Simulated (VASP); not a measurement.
# Ni2Pt (P-3m1) in VASP: single point with PBE

Aim: the single point of Ni2Pt with PBE.

Everything below comes from runs of VASP 6.6.1. Logs are shortened: lines on timing, memory, paths and dates and some standing lists are left out, and cuts for length are marked.

**1. The cell of the first run**

Symmetry: P-3m1, No. 164, trigonal system. Conventional cell: a = 2.665 Å, b = 2.665 Å, c = 6.262 Å, α = 90.00°, β = 90.00°, γ = 120.00°. Ni (site symmetry 3m) has 9 Ni at 2.45 to 2.67 Å and 3 Pt at 2.66 Å within 3.2 Å. Within 3.5 Å of Pt (site symmetry -3m) lie 6 Ni at 2.66 Å and 6 Pt at 2.67 Å.

**2. Single point, PBE, collinear spin, ferromagnetic start**

The input, INCAR:

```
SYSTEM = Ni2Pt
PREC     = Accurate       ! precision mode
ENCUT    = 520            ! plane-wave cutoff, eV
EDIFF    = 1E-7           ! SCF threshold, eV
ISMEAR   = 0              ! smearing method
SIGMA    = 0.1            ! smearing width, eV
LREAL    = .False.        ! projectors in reciprocal space
LASPH    = .True.         ! aspherical terms in the spheres
NELM     = 150            ! most SCF steps
ALGO     = Normal         ! electronic algorithm
ISIF     = 2              ! what is computed and relaxed
LWAVE    = .False.        ! write WAVECAR
LCHARG   = .True.         ! write CHGCAR
ISPIN    = 2              ! spin polarisation
MAGMOM   = 0.88 0.88 0.21 ! initial moments
LORBIT   = 11             ! projections on sites
LMAXMIX  = 4              ! l up to which the mixer works
GGA      = PE             ! functional
LELF     = .True.         ! ELF
LVHAR    = .True.       
NBANDS   = 26             ! bands
```

The input, KPOINTS:

```
Automatic mesh
0
Gamma
  18 18 8
  0 0 0
```

The input, POSCAR:

```
Ni2Pt
1.0
    2.6653385986      0.0000000000      0.0000000000
   -1.3326692993      2.3082509361      0.0000000000
    0.0000000000      0.0000000000      6.2616087738
Ni Pt
2 1
Direct
    0.6666666667      0.3333333333      0.8473794709
    0.3333333333      0.6666666667      0.1526205291
    0.0000000000      0.0000000000      0.5000000000
```

Potentials or basis: VASP PAW PBE potentials, release 64 (Ni, Pt).

Launch:

```console
> cat potpaw_PBE.64/Ni/POTCAR potpaw_PBE.64/Pt/POTCAR > POTCAR
> mpirun -np 1 vasp_std > vasp.out
```

OUTCAR:

```text
SYSTEM = Ni2Pt
   PREC = Accurate
   ENCUT = 520
   EDIFF = 1E-7
   ISMEAR = 0
   LREAL = .False.
   LASPH = .True.
   NELM = 150
   ISIF = 2
   ISPIN = 2
   LORBIT = 11
   GGA = PE

 ion  position               nearest neighbor table
   1  0.667  0.333  0.847-   2 2.45   2 2.45   2 2.45   3 2.66   3 2.66   3 2.66
   2  0.333  0.667  0.153-   1 2.45   1 2.45   1 2.45   3 2.66   3 2.66   3 2.66
   3  0.000  0.000  0.500-   1 2.66   2 2.66   1 2.66   2 2.66   1 2.66   2 2.66

  LATTYP: Found a hexagonal cell.
 ALAT       =     2.6653385986
 C/A-ratio  =     2.3492732882

  Lattice vectors:

 A1 = (   2.6653385986,   0.0000000000,   0.0000000000)
 A2 = (  -1.3326692993,   2.3082509361,   0.0000000000)
 A3 = (   0.0000000000,   0.0000000000,   6.2616087738)

Analysis of symmetry for initial positions (statically):
=====================================================================
 Subroutine PRICEL returns:
 Original cell was already a primitive cell.

 Routine SETGRP: Setting up the symmetry group for a
 hexagonal supercell.

 Subroutine GETGRP returns: Found 12 space group operations
 (whereof 12 operations were pure point group operations)
 out of a pool of 24 trial point group operations.

The static configuration has the point symmetry D_3d.

Analysis of symmetry for dynamics (positions and initial velocities):
=====================================================================
 Subroutine PRICEL returns:
 Original cell was already a primitive cell.

 Routine SETGRP: Setting up the symmetry group for a
 hexagonal supercell.

 Subroutine GETGRP returns: Found 12 space group operations
 (whereof 12 operations were pure point group operations)
 out of a pool of 24 trial point group operations.

The dynamic configuration has the point symmetry D_3d.

Analysis of structural, dynamic, and magnetic symmetry:
=====================================================================
 Subroutine PRICEL returns:
 Original cell was already a primitive cell.

 Routine SETGRP: Setting up the symmetry group for a
 hexagonal supercell.

 Subroutine GETGRP returns: Found 12 space group operations
 (whereof 12 operations were pure point group operations)
 out of a pool of 24 trial point group operations.

The overall configuration has the point symmetry D_3d.

 Subroutine INISYM returns: Found 12 space group operations
 (whereof 12 operations are pure point group operations),
 and found     1 'primitive' translations

----------------------------------------------------------------------------------------

                                     Primitive cell

  volume of cell :      38.5231

  direct lattice vectors                    reciprocal lattice vectors
     2.665338599  0.000000000  0.000000000     0.375186853  0.216614230  0.000000000
    -1.332669299  2.308250936  0.000000000     0.000000000  0.433228461  0.000000000
     0.000000000  0.000000000  6.261608774     0.000000000  0.000000000  0.159703366

  length of vectors
     2.665338599  2.665338599  6.261608774     0.433228461  0.433228461  0.159703366

  position of ions in fractional coordinates (direct lattice)
     0.666666667  0.333333333  0.847379471
     0.333333333  0.666666667  0.152620529
     0.000000000  0.000000000  0.500000000

  ion indices of the primitive-cell ions
   primitive index   ion index
                 1           1
                 2           2
                 3           3

----------------------------------------------------------------------------------------

 KPOINTS: Automatic mesh

Automatic generation of k-mesh.
 Grid dimensions read from file:
 generate k-points for:   18   18    8

 Generating k-lattice:

  Cartesian coordinates                     Fractional coordinates (reciprocal lattice)
     0.020843714  0.012034124  0.000000000     0.055555556  0.000000000  0.000000000
     0.000000000  0.024068248  0.000000000     0.000000000  0.055555556  0.000000000
     0.000000000  0.000000000  0.019962921     0.000000000  0.000000000  0.125000000

  Length of vectors
     0.024068248  0.024068248  0.019962921

  Shift w.r.t. Gamma in fractional coordinates (k-lattice)
     0.000000000  0.000000000  0.000000000

 Subroutine IBZKPT returns following result:
 ===========================================

 Found    266 irreducible k-points:

 Following reciprocal coordinates:
            Coordinates               Weight
  0.000000  0.000000  0.000000      1.000000
  0.055556 -0.000000  0.000000      6.000000
  0.111111 -0.000000  0.000000      6.000000
  0.166667 -0.000000  0.000000      6.000000
  0.222222 -0.000000  0.000000      6.000000
  0.277778 -0.000000  0.000000      6.000000
[... 16 lines left out ...]
  0.333333  0.111111  0.000000     12.000000
  0.388889  0.111111  0.000000     12.000000
 [... further k-points ...]
   k-points           NKPTS =    266   k-points in BZ     NKDIM =    266   number of bands    NBANDS=     26
   number of dos      NEDOS =    301   number of ions     NIONS =      3
   total plane-waves  NPLWV =  19200
   dimension x,y,z NGX =    20 NGY =   20 NGZ =   48
   dimension x,y,z NGXF=    40 NGYF=   40 NGZF=   96
   ions per type =               2   1
   NGX,Y,Z   is equivalent  to a cutoff of  12.47, 12.47, 12.74 a.u.
   NGXF,Y,Z  is equivalent  to a cutoff of  24.95, 24.95, 25.49 a.u.
 SYSTEM =  Ni2Pt
   PREC   = accura    normal or accurate (medium, high low for compatibility)
   ISTART =      0    job   : 0-new  1-cont  2-samecut
   ICHARG =      2    charge: 1-file 2-atom 10-const
   ISPIN  =      2    spin polarized calculation?
   LNONCOLLINEAR =      F non collinear calculations
   LSORBIT =      F    spin-orbit coupling
   LASPH  =      T    aspherical Exc in radial PAW
   ENCUT  =  520.0 eV  38.22 Ry    6.18 a.u.   4.96  4.96 11.64*2*pi/ulx,y,z
   NELM   =    150;   NELMIN=  2; NELMDL= -5     # of ELM steps
   EDIFF  = 0.1E-06   stopping-criterion for ELM
   LREAL  =      F    real-space projection
   EDIFFG = 0.1E-05   stopping-criterion for IOM
   NSW    =      0    number of steps for IOM
   IBRION =     -1    ionic relax: 0-MD 1-quasi-New 2-CG
   NFREE  =      0    steps in history (QN), initial steepest desc. (CG)
   ISIF   =      2    stress and relaxation
   ISYM   =      2    0-nonsym 1-usesym 2-fastsym
   POTIM  = 0.5000    time-step for ionic-motion
   TEBEG  =    0.0;   TEEND  =   0.0 temperature during run
   PSTRESS=    0.0 pullay stress
   NELECT =      30.0000    total number of electrons
   NUPDOWN=      -1.0000    fix difference up-down
   EMIN   =  10.00;   EMAX   =-10.00  energy-range for DOS
   EFERMI =   0.00;   METHOD = LEGACY
   ISMEAR =     0;   SIGMA  =   0.10  broadening in eV -4-tet -1-fermi 0-gaus
   EFERMI_NEDOS =   21; number of points for ismear=-14 and -15
   IALGO  =     38    algorithm
   IMIX   =      4    mixing-type and parameters
     AMIX     =   0.40;   BMIX     =  1.00
     AMIX_MAG =   1.60;   BMIX_MAG =  1.00
  volume/ion in A,a.u.               =      12.84        86.66
  Fermi-wavevector in a.u.,A,eV,Ry     =   1.506173  2.846254 30.865585  2.268557
  Thomas-Fermi vector in A             =   2.616925
   LORBIT       =     11    0 simple, 1 ext, 2 COOP (PROOUT), +10 PAW based schemes
   GGA     = PE    functional components
   LHFCALC =     F    Hartree Fock is set to
   AEXX    =    0.0000 exact exchange contribution
   IVDW    =     0    specifies the selected vdW correction
   LEPSILON=     F    determine dielectric tensor
   LRPA    =     F    only Hartree local field effects (RPA)
 spin polarized calculation
 Gauss-broadening in eV      SIGMA  =   0.10
  energy-cutoff  :      520.00
  volume of cell :       38.52
 maximum number of plane-waves:      1062
   NGX =  9   NGY =  9   NGZ = 23

 number of electron      30.0000000 magnetization       1.6570158

 Free energy of the ion-electron system (eV)
  ---------------------------------------------------
  ext. energy  EPLUGINS =         0.00000000
  ---------------------------------------------------
  free energy    TOTEN  =       -17.06151116 eV

  energy without entropy =      -17.03473585  energy(sigma->0) =      -17.04812350

 E-fermi :   9.5675     XC(G=0): -13.0668

 val. band max:        9.5667944383   @ k =  -0.0556   0.1667   0.2500
 cond. band min:       9.5678190866   @ k =   0.3889   0.0000   0.0000
 fundamental gap:      0.0010246483
 Fermi energy:         9.5674680236

 spin component 1

 k-point     1 :       0.0000    0.0000    0.0000
  band No.  band energies     occupation
      1      -0.0306      1.00000
      2       2.5654      1.00000
      3       4.6728      1.00000
      4       5.6722      1.00000
      5       5.6722      1.00000
      6       6.4781      1.00000
[... 18 lines left out ...]
     25      30.7869      0.00000
     26      31.2208      0.00000
[... 644 lines left out ...]
      4       5.6930      1.00000
      5       6.3192      1.00000
      6       6.4806      1.00000
[... 18 lines left out ...]
     25      25.1118      0.00000
     26      25.7264      0.00000

 [... further k-points ...]

 spin component 2

 k-point     1 :       0.0000    0.0000    0.0000
  band No.  band energies     occupation
      1      -0.0191      1.00000
      2       2.6213      1.00000
      3       4.8231      1.00000
      4       5.8196      1.00000
      5       5.8196      1.00000
      6       6.5972      1.00000
[... 18 lines left out ...]
     25      30.8866      0.00000
     26      31.3624      0.00000
[... 644 lines left out ...]
      4       6.1433      1.00000
      5       6.6798      1.00000
      6       6.7905      1.00000
[... 18 lines left out ...]
     25      25.1947      0.00000
     26      25.8067      0.00000

 [... further k-points ...]
[... 5 lines left out ...]
  --------------------------------------------------------------------------------------
  -------------------------------------------------------------------------------------
  Total       -0.0551860     -0.0551860     -0.0547091      0.0000000      0.0000000      0.0000000
  in kB       -2.2951887     -2.2951887     -2.2753534      0.0000000      0.0000000      0.0000000
  external PRESSURE =      -2.2885769 kB  Pullay stress =       0.0000000 kB

 VOLUME and BASIS-vectors are now :
 -----------------------------------------------------------------------------
  energy-cutoff  :      520.00
  volume of cell :       38.52
      direct lattice vectors                 reciprocal lattice vectors
     2.665338599  0.000000000  0.000000000     0.375186853  0.216614230  0.000000000
    -1.332669299  2.308250936  0.000000000     0.000000000  0.433228461  0.000000000
     0.000000000  0.000000000  6.261608774     0.000000000  0.000000000  0.159703366

 POSITION                                       TOTAL-FORCE (eV/Angst)
 -----------------------------------------------------------------------------------
      1.33267      0.76942      5.30596         0.000000     -0.000000     -0.007218
     -0.00000      1.53883      0.95565        -0.000000      0.000000      0.007218
      0.00000      0.00000      3.13080         0.000000      0.000000      0.000000
 -----------------------------------------------------------------------------------
    total drift:                               -0.000000     -0.000000      0.000000

  FREE ENERGIE OF THE ION-ELECTRON SYSTEM (eV)
  ---------------------------------------------------
  free  energy   TOTEN  =       -17.0615111617 eV

  energy  without entropy=      -17.0347358456  energy(sigma->0) =      -17.04812350

 total charge

# of ion       s       p       d       tot
------------------------------------------
    1        0.447   0.425   8.293   9.165
    2        0.447   0.425   8.293   9.165
    3        0.711   0.679   8.054   9.444
--------------------------------------------------
tot          1.605   1.530  24.640  27.775

 magnetization (x)

# of ion       s       p       d       tot
------------------------------------------
    1       -0.005  -0.018   0.769   0.746
    2       -0.005  -0.018   0.769   0.746
    3       -0.002  -0.015   0.215   0.199
--------------------------------------------------
tot         -0.012  -0.050   1.753   1.691
```

Run time: 7.9 min. Hardware: 1 thread of Intel Xeon 8259CL, shared host; peak memory 0.48 GiB.

Results:

```yaml
Free_energy: -17.0615 eV
Pressure: -0.2 GPa
Largest_force: 0.007 eV/Å
Net_moment: 1.66 μB per cell
Site_moments: Ni +0.75; Pt +0.20 μB
Valence_electrons_inside_the_program's_atomic_spheres: Ni 9.16; Pt 9.44
```

Forces on the atoms (eV/Å):
```
Ni   0.000  0.000 -0.007
Ni   0.000  0.000  0.007
Pt   0.000  0.000  0.000
```

Levels at points of the mesh, in eV from the Fermi level:
Spin up:
| k point | band 13 | band 14 | band 15 | band 16 | band 17 | band 18 | band 19 | band 20 |
| --- | --- | --- | --- | --- | --- | --- | --- | --- |
| (0.00, 0.00, 0.00) | -1.25 | -1.25 | -1.05 | -1.05 | -0.85 | -0.85 | 10.24 | 11.42 |
| (0.50, 0.00, 0.00) | -0.48 | -0.42 | 0.48 | 1.23 | 2.17 | 2.34 | 5.73 | 7.01 |
| (0.00, 0.00, 0.50) | -1.48 | -1.33 | -1.33 | -0.44 | -0.44 | 0.16 | 6.09 | 15.69 |
| (0.50, 0.00, 0.50) | -0.71 | -0.55 | -0.41 | 0.47 | 1.81 | 2.88 | 5.53 | 9.04 |
Spin down:
```csv
k point,band 10,band 11,band 12,band 13,band 14,band 15,band 16,band 17,band 18,band 19
"(0.00, 0.00, 0.00)",-1.47,-1.47,-1.14,-0.66,-0.66,-0.44,-0.44,-0.14,-0.14,10.45
"(0.50, 0.00, 0.00)",-1.39,-0.01,0.01,0.36,0.36,0.68,1.66,2.16,2.51,6.09
"(0.00, 0.00, 0.50)",-1.36,-1.36,-1.07,-1.07,-0.70,-0.70,0.16,0.28,0.28,6.39
"(0.50, 0.00, 0.50)",-0.73,-0.44,-0.35,0.01,0.17,0.18,0.63,2.17,3.13,5.82
```

Caveat: spin-orbit coupling is left out, which moves the levels of the heavy elements.
